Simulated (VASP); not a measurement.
# Si3C2 (Pmm2) in VASP: notebook

The runs below take Si3C2 through single point, with PBE.

All numbers are computed with VASP 6.6.1; they aren't measurements. Logs are shortened: lines on timing, memory, paths and dates and some standing lists are left out, and cuts for length are marked.

## Step 1: The cell of the first run

It takes space group Pmm2 (No. 25, orthorhombic). Conventional cell: a = 2.735 Å, b = 2.808 Å, c = 6.887 Å, α = 90.00°, β = 90.00°, γ = 90.00°. Si (site symmetry mm2) has 2 C at 1.93 Å and 7 Si at 2.45 to 2.81 Å within 2.9 Å. Within 2.9 Å of Si (site symmetry mm2) lie 4 C at 2.00 Å and 7 Si at 2.45 to 2.81 Å. Si (site symmetry mm2) has 6 C at 2.13 to 2.28 Å and 8 Si at 2.61 to 2.81 Å within 2.9 Å. Within 2.9 Å of C (site symmetry mm2) lie 6 Si at 2.00 to 2.28 Å and 4 C at 2.74 to 2.81 Å. C (site symmetry mm2) has 6 Si at 1.93 to 2.13 Å within 2.6 Å.

The cell was built from a structure type or drawn by symmetry, and may not be a known phase.

## Step 2: Single point, PBE

The input, INCAR:

```
SYSTEM = Si3C2
  PREC = Accurate
  ENCUT = 520
  EDIFF = 1E-7
  ISMEAR = 0
  SIGMA = 0.1
  LREAL = .False.
  LASPH = .True.
  NELM = 60
  ALGO = Normal
  ISIF = 2
  LWAVE = .False.
  LCHARG = .False.
  GGA = PE
  NBANDS = 18
```

The input, KPOINTS:

```
Automatic mesh
0
Gamma
  6 6 4
  0 0 0
```

The input, POSCAR:

```
Si3C2
1.0
    2.8083326090      0.0000000000      0.0000000000
    0.0000000000      2.7351988919      0.0000000000
    0.0000000000      0.0000000000      6.8865088680
Si C
3 2
Direct
    0.5000000000      0.0000000000      0.7154580345
    0.5000000000      0.0000000000      0.0706810327
    0.0000000000      0.0000000000      0.3951765061
    0.0000000000      0.5000000000      0.1294020082
    0.5000000000      0.5000000000      0.5172824085
```

Potentials or basis: VASP PAW PBE potentials, release 64 (Si, C).

Started as:

```
$ cat potpaw_PBE.64/Si/POTCAR potpaw_PBE.64/C/POTCAR > POTCAR
$ mpirun -np 1 vasp_std > vasp.out
```

OUTCAR:

```text
SYSTEM = Si3C2
   PREC = Accurate
   ENCUT = 520
   EDIFF = 1E-7
   ISMEAR = 0
   LREAL = .False.
   LASPH = .True.
   NELM = 60
   ISIF = 2
   GGA = PE

 ion  position               nearest neighbor table
   1  0.500  0.000  0.715-   5 1.93   5 1.93   2 2.45   3 2.61   3 2.61
   2  0.500  0.000  0.071-   4 2.00   4 2.00   4 2.00   4 2.00   1 2.45   3 2.64   3 2.64
   3  0.000  0.000  0.395-   5 2.13   5 2.13   5 2.13   5 2.13   4 2.28   4 2.28   1 2.61   1 2.61
                             2 2.64   2 2.64
   4  0.000  0.500  0.129-   2 2.00   2 2.00   2 2.00   2 2.00   3 2.28   3 2.28
   5  0.500  0.500  0.517-   1 1.93   1 1.93   3 2.13   3 2.13   3 2.13   3 2.13

  LATTYP: Found a simple orthorhombic cell.
 ALAT       =     2.7351988919
 B/A-ratio  =     1.0267379887
 C/A-ratio  =     2.5177360551

  Lattice vectors:

 A1 = (   0.0000000000,  -2.7351988919,   0.0000000000)
 A2 = (   2.8083326090,   0.0000000000,   0.0000000000)
 A3 = (   0.0000000000,   0.0000000000,   6.8865088680)

Analysis of symmetry for initial positions (statically):
=====================================================================
 Subroutine PRICEL returns:
 Original cell was already a primitive cell.

 Routine SETGRP: Setting up the symmetry group for a
 simple orthorhombic supercell.

 Subroutine GETGRP returns: Found  4 space group operations
 (whereof  4 operations were pure point group operations)
 out of a pool of  8 trial point group operations.

The static configuration has the point symmetry C_2v.

Analysis of symmetry for dynamics (positions and initial velocities):
=====================================================================
 Subroutine PRICEL returns:
 Original cell was already a primitive cell.

 Routine SETGRP: Setting up the symmetry group for a
 simple orthorhombic supercell.

 Subroutine GETGRP returns: Found  4 space group operations
 (whereof  4 operations were pure point group operations)
 out of a pool of  8 trial point group operations.

The dynamic configuration has the point symmetry C_2v.

 Subroutine INISYM returns: Found  4 space group operations
 (whereof  4 operations are pure point group operations),
 and found     1 'primitive' translations

----------------------------------------------------------------------------------------

                                     Primitive cell

  volume of cell :      52.8977

[... 97 lines left out ...]
   NSW    =      0    number of steps for IOM
   IBRION =     -1    ionic relax: 0-MD 1-quasi-New 2-CG
   NFREE  =      0    steps in history (QN), initial steepest desc. (CG)
   ISIF   =      2    stress and relaxation
   ISYM   =      2    0-nonsym 1-usesym 2-fastsym
   POTIM  = 0.5000    time-step for ionic-motion
   TEBEG  =    0.0;   TEEND  =   0.0 temperature during run
   PSTRESS=    0.0 pullay stress
   NELECT =      20.0000    total number of electrons
   NUPDOWN=      -1.0000    fix difference up-down
   EMIN   =  10.00;   EMAX   =-10.00  energy-range for DOS
   EFERMI =   0.00;   METHOD = LEGACY
   ISMEAR =     0;   SIGMA  =   0.10  broadening in eV -4-tet -1-fermi 0-gaus
   EFERMI_NEDOS =   21; number of points for ismear=-14 and -15
   IALGO  =     38    algorithm
   IMIX   =      4    mixing-type and parameters
     AMIX     =   0.40;   BMIX     =  1.00
     AMIX_MAG =   1.60;   BMIX_MAG =  1.00
  volume/ion in A,a.u.               =      10.58        71.39
  Fermi-wavevector in a.u.,A,eV,Ry     =   1.183784  2.237028 19.066466  1.401346
  Thomas-Fermi vector in A             =   2.320012
   LORBIT       =      0    0 simple, 1 ext, 2 COOP (PROOUT), +10 PAW based schemes
   GGA     = PE    functional components
   LHFCALC =     F    Hartree Fock is set to
   AEXX    =    0.0000 exact exchange contribution
   IVDW    =     0    specifies the selected vdW correction
   LEPSILON=     F    determine dielectric tensor
   LRPA    =     F    only Hartree local field effects (RPA)
 non-spin polarized calculation
 Gauss-broadening in eV      SIGMA  =   0.10
  energy-cutoff  :      520.00
  volume of cell :       52.90
 maximum number of plane-waves:      1444
 NGX is ok and might be reduce to    24
   NGX = 11   NGY = 11   NGZ = 25

 number of electron      20.0000001 magnetization

 Free energy of the ion-electron system (eV)
  ---------------------------------------------------
  ext. energy  EPLUGINS =         0.00000000
  ---------------------------------------------------
  free energy    TOTEN  =       -30.58173844 eV

  energy without entropy =      -30.57800036  energy(sigma->0) =      -30.57986940

 E-fermi :   9.9770     XC(G=0): -11.6877

 val. band max:        9.8778999739   @ k =   0.1667   0.3333   0.2500
 cond. band min:       9.9948438846   @ k =   0.5000   0.0000   0.0000
 fundamental gap:      0.1169439107
 Fermi energy:         9.9769809370

 k-point     1 :       0.0000    0.0000    0.0000
  band No.  band energies     occupation
      1      -6.9862      2.00000
      2      -5.1727      2.00000
      3      -1.2388      2.00000
      4       5.0480      2.00000
      5       5.3279      2.00000
      6       7.6347      2.00000
[... 481 lines left out ...]
      5       3.2894      2.00000
      6       5.1230      2.00000
[... 10 lines left out ...]
     17      18.3805      0.00000
     18      19.3389      0.00000

 [... further k-points ...]

------------------------ aborting loop because EDIFF is reached ----------------------------------------

  FORCE on cell =-STRESS in cart. coord.  units (eV):
  Direction    XX          YY          ZZ          XY          YZ          ZX
  --------------------------------------------------------------------------------------
  -------------------------------------------------------------------------------------
  Total       -0.0699071     -0.0124239      0.0975301      0.0000000      0.0000000      0.0000000
  in kB       -2.1173630     -0.3762981      2.9540157      0.0000000      0.0000000      0.0000000
  external PRESSURE =       0.1534515 kB  Pullay stress =       0.0000000 kB

 VOLUME and BASIS-vectors are now :
 -----------------------------------------------------------------------------
  energy-cutoff  :      520.00
  volume of cell :       52.90
      direct lattice vectors                 reciprocal lattice vectors
     2.808332609  0.000000000  0.000000000     0.356083178  0.000000000  0.000000000
     0.000000000  2.735198892  0.000000000     0.000000000  0.365604126  0.000000000
     0.000000000  0.000000000  6.886508868     0.000000000  0.000000000  0.145211459

 POSITION                                       TOTAL-FORCE (eV/Angst)
 -----------------------------------------------------------------------------------
      1.40417      0.00000      4.92701         0.000000      0.000000      0.013423
      1.40417      0.00000      0.48675         0.000000      0.000000     -0.010439
      0.00000      0.00000      2.72139         0.000000      0.000000     -0.000548
      0.00000      1.36760      0.89113         0.000000      0.000000     -0.002664
      1.40417      1.36760      3.56227         0.000000      0.000000      0.000228
 -----------------------------------------------------------------------------------
    total drift:                                0.000000      0.000000      0.000279

  FREE ENERGIE OF THE ION-ELECTRON SYSTEM (eV)
  ---------------------------------------------------
  free  energy   TOTEN  =       -30.5817384394 eV

  energy  without entropy=      -30.5780003577  energy(sigma->0) =      -30.57986940
```

stdout:

```text
POSCAR found type information on POSCAR SiC
 POSCAR found :  2 types and       5 ions
 scaLAPACK will be used
 LDA part: xc-table for (Slater+PW92), standard interpolation
 POSCAR, INCAR and KPOINTS ok, starting setup
 FFT: planning ... GRIDC
 FFT: planning ... GRID_SOFT
 FFT: planning ... GRID
 WAVECAR not read
 entering main loop
```

Run time: 56 s. Hardware: 1 thread of Intel Xeon 8259CL, shared host; peak memory 0.18 GiB.

What came out:

```yaml
Free_energy: -30.5817 eV
Pressure: 0.0 GPa
Largest_force: 0.013 eV/Å
Band_gap_on_the_k_mesh: zero (bands 10 and 11 overlap by 4.10 eV)
```

Forces on the atoms (eV/Å):
```
Si   0.000  0.000  0.013
Si   0.000  0.000 -0.010
Si   0.000  0.000 -0.001
C    0.000  0.000 -0.003
C    0.000  0.000  0.000
```

Levels at points of the mesh, in eV from the Fermi level:
| k point | band 6 | band 7 | band 8 | band 9 | band 10 | band 11 | band 12 | band 13 | band 14 | band 15 |
| --- | --- | --- | --- | --- | --- | --- | --- | --- | --- | --- |
| (0.00, 0.00, 0.00) | -2.34 | -2.20 | -1.40 | -1.19 | 1.85 | 2.61 | 4.43 | 5.09 | 6.00 | 6.28 |
| (0.50, 0.00, 0.00) | -5.80 | -2.37 | -0.90 | -0.75 | 0.02 | 0.84 | 2.73 | 6.30 | 6.79 | 7.37 |
| (0.00, 0.50, 0.00) | -6.68 | -1.72 | -0.26 | -0.18 | 0.55 | 0.75 | 0.79 | 4.92 | 6.26 | 7.03 |
| (0.50, 0.50, 0.00) | -6.34 | -4.52 | -4.50 | -3.94 | -2.98 | -1.60 | -1.24 | 2.84 | 4.24 | 4.45 |
| (0.00, 0.00, 0.50) | -2.16 | -1.51 | -1.27 | -1.00 | 1.24 | 2.40 | 3.53 | 4.68 | 6.68 | 6.74 |
| (0.50, 0.00, 0.50) | -4.57 | -4.57 | -3.08 | -0.75 | 0.02 | 3.52 | 5.13 | 5.58 | 6.21 | 7.14 |
| (0.00, 0.50, 0.50) | -5.02 | -3.64 | -3.45 | -0.15 | 0.51 | 2.77 | 4.35 | 5.14 | 6.23 | 6.40 |
| (0.50, 0.50, 0.50) | -6.43 | -5.16 | -4.82 | -3.52 | -1.31 | -1.22 | 0.34 | 1.01 | 1.62 | 1.74 |

Caveat: the k points lie up to 0.38 Å⁻¹ apart, too coarse for converged energies and pressures of a metal.

## Step 3: Single point, PBE

This run uses another cell than the first one, of 15.45 Å³/atom.

The input, INCAR:

```
SYSTEM = Si3C2
  PREC = Accurate
  ENCUT = 520
  EDIFF = 1E-6
  ISMEAR = 0
  SIGMA = 0.1
  LREAL = .FALSE.
  LASPH = .TRUE.
  NELM = 60
  ALGO = Normal
  ISIF = 2
  LWAVE = .FALSE.
  LCHARG = .FALSE.
  GGA = PE
  NBANDS = 18
```

The input, KPOINTS:

```
Automatic mesh
0
G
  6 6 4
  0 0 0
```

The input, POSCAR:

```
Si3C2
1.0
    3.5178069800      0.0000000000      0.0000000000
    0.0000000000      3.5687469000      0.0000000000
    0.0000000000      0.0000000000      6.1523580900
Si C
3 2
Direct
    0.5000000000      0.0000000000      0.8141968300
    0.5000000000      0.0000000000      0.1564339700
    0.0000000000      0.0000000000      0.3588921400
    0.0000000000      0.5000000000      0.0034513000
    0.5000000000      0.5000000000      0.4950257500
```

Potentials or basis: VASP PAW PBE potentials, release 64 (Si, C).

Started as:

```
$ cat potpaw_PBE.64/Si/POTCAR potpaw_PBE.64/C/POTCAR > POTCAR
$ mpirun -np 1 vasp_std > vasp.out
```

Wall time 82 s (1 thread of Intel Xeon 8259CL, shared host); peak memory 0.21 GiB.

The run converged. Its results:

| Property | Result |
| --- | --- |
| Free energy | -22.8588 eV |
| Pressure | -7.8 GPa |
| Largest force | 4.257 eV/Å |
| Band gap on the k mesh | zero (bands 10 and 11 overlap by 2.03 eV) |

Forces in eV/Å, atoms in the order of the input:
```
Si   0.000  0.000 -4.257
Si   0.000  0.000  0.103
Si   0.000  0.000  3.560
C    0.000  0.000  0.099
C    0.000  0.000  0.494
```

Stress tensor (GPa, compression positive):
```
 -2.76   0.00   0.00
  0.00 -26.76   0.00
  0.00   0.00   6.14
```

Levels at points of the mesh, in eV from the Fermi level:
| k point | band 6 | band 7 | band 8 | band 9 | band 10 | band 11 | band 12 | band 13 | band 14 | band 15 |
| --- | --- | --- | --- | --- | --- | --- | --- | --- | --- | --- |
| (0.00, 0.00, 0.00) | -2.84 | -2.81 | -0.68 | -0.44 | -0.32 | 0.95 | 1.44 | 1.94 | 2.49 | 3.31 |
| (0.50, 0.00, 0.00) | -3.74 | -1.04 | -0.96 | -0.58 | -0.35 | 1.07 | 1.76 | 2.15 | 2.43 | 3.15 |
| (0.00, 0.50, 0.00) | -4.16 | -1.48 | -0.30 | 0.50 | 0.65 | 0.70 | 1.12 | 2.00 | 2.46 | 3.00 |
| (0.50, 0.50, 0.00) | -4.22 | -3.78 | -3.40 | -3.29 | -2.29 | -1.38 | -0.93 | 3.13 | 4.58 | 4.64 |
| (0.00, 0.00, 0.50) | -2.90 | -2.52 | -1.45 | -1.31 | -1.08 | 0.84 | 1.21 | 2.12 | 3.89 | 4.57 |
| (0.50, 0.00, 0.50) | -2.73 | -2.50 | -1.08 | -0.76 | -0.54 | 0.75 | 1.24 | 2.25 | 2.83 | 2.96 |
| (0.00, 0.50, 0.50) | -2.63 | -1.83 | -1.79 | -1.41 | -0.07 | 0.35 | 0.81 | 2.35 | 2.35 | 2.47 |
| (0.50, 0.50, 0.50) | -4.92 | -4.16 | -3.79 | -1.20 | -0.49 | -0.02 | 0.26 | 0.96 | 1.88 | 2.48 |

Caveat: the cell stands under tension; forces of over 1 eV/Å act on the atoms, so gaps and moduli don't describe the material at rest.

## Step 4: Single point, PBE

This run uses another cell than the first one, of 10.65 Å³/atom.

The input, INCAR:

```
SYSTEM = Si3C2
ALGO = Normal
EDIFF = 1E-6
ENCUT = 520
GGA = PE
ISIF = 2
ISMEAR = 0
LASPH = .True.
LCHARG = .False.
LREAL = .False.
LWAVE = .False.
NBANDS = 18
NELM = 60
PREC = Accurate
SIGMA = 0.1
```

The input, KPOINTS:

```
k-points
0
Gamma
  14 14 6
  0 0 0
```

The input, POSCAR:

```
Si3C2
1.0
    2.7380054011      0.0000000000      0.0000000000
    0.0000000000      2.8157062417      0.0000000000
    0.0000000000      0.0000000000      6.9047725402
Si C
3 2
Direct
    0.0000000000      0.5000000000      0.2848958556
    0.0000000000      0.5000000000      0.9302287017
    0.0000000000      0.0000000000      0.6039297604
    0.5000000000      0.0000000000      0.8696477748
    0.5000000000      0.5000000000      0.4832979175
```

Started as:

```
$ cat potpaw_PBE.64/Si/POTCAR potpaw_PBE.64/C/POTCAR > POTCAR
$ mpirun -np 1 vasp_std > vasp.out
```

Wall time 5.2 min (1 thread of Intel Xeon 8259CL, shared host); peak memory 0.31 GiB.

It converged, with:

* Free energy: -30.5842 eV
* Pressure: 0.0 GPa
* Largest force: 0.008 eV/Å
* Band gap on the k mesh: zero (bands 10 and 11 overlap by 4.74 eV)

Forces on the atoms (eV/Å):
```
Si   0.000  0.000 -0.003
Si   0.000  0.000  0.008
Si   0.000  0.000 -0.006
C    0.000  0.000  0.003
C    0.000  0.000 -0.001
```

Stress tensor (GPa, compression positive):
```
 0.13  0.00  0.00
 0.00  0.04  0.00
 0.00  0.00 -0.08
```

Levels at points of the mesh, in eV from the Fermi level:
```
           k point  band 8  band 9  band 10  band 11  band 12  band 13
(0.00, 0.00, 0.00)   -1.52   -1.25     1.71     2.50     4.28     4.97
(0.50, 0.00, 0.00)   -0.36   -0.28     0.41     0.63     0.65     4.78
(0.00, 0.50, 0.00)   -1.00   -0.87    -0.03     0.74     2.60     6.15
(0.50, 0.50, 0.00)   -4.59   -4.05    -3.07    -1.69    -1.33     2.69
(0.00, 0.00, 0.50)   -1.32   -1.11     1.10     2.26     3.40     4.57
(0.50, 0.00, 0.50)   -3.53   -0.26     0.37     2.63     4.22     5.00
(0.00, 0.50, 0.50)   -3.16   -0.87    -0.03     3.44     4.94     5.45
(0.50, 0.50, 0.50)   -4.91   -3.64    -1.41    -1.31     0.23     0.86
```

## Step 5: The runs side by side

| cell | k mesh | gap on the mesh (eV) | pressure (GPa) | largest force (eV/Å) |
| --- | --- | --- | --- | --- |
| a = 2.808, b = 2.735, c = 6.887 Å, 5 atoms, atomic positions A | 6 × 6 × 4 | none | 0.0 | 0.01 |
| a = 3.518, b = 3.569, c = 6.152 Å, 5 atoms, atomic positions B | 6 × 6 × 4 | none | -7.8 | 4.26 |
| a = 2.738, b = 2.816, c = 6.905 Å, 5 atoms, atomic positions C | 14 × 14 × 6 | none | 0.0 | 0.01 |

Alike in all rows: task single point; level PBE; potentials or basis VASP PAW PBE potentials, release 64 (Si, C); no spin polarisation; cutoff (eV) 520; smearing gaussian 0.1 eV.

Caveats: some runs use coarse meshes; the cell stands under tension (at least some runs); forces of over 1 eV/Å act on the atoms, so gaps and moduli don't describe the material at rest (at least some runs).

Absolute energies hang on the potentials; compare differences alone.
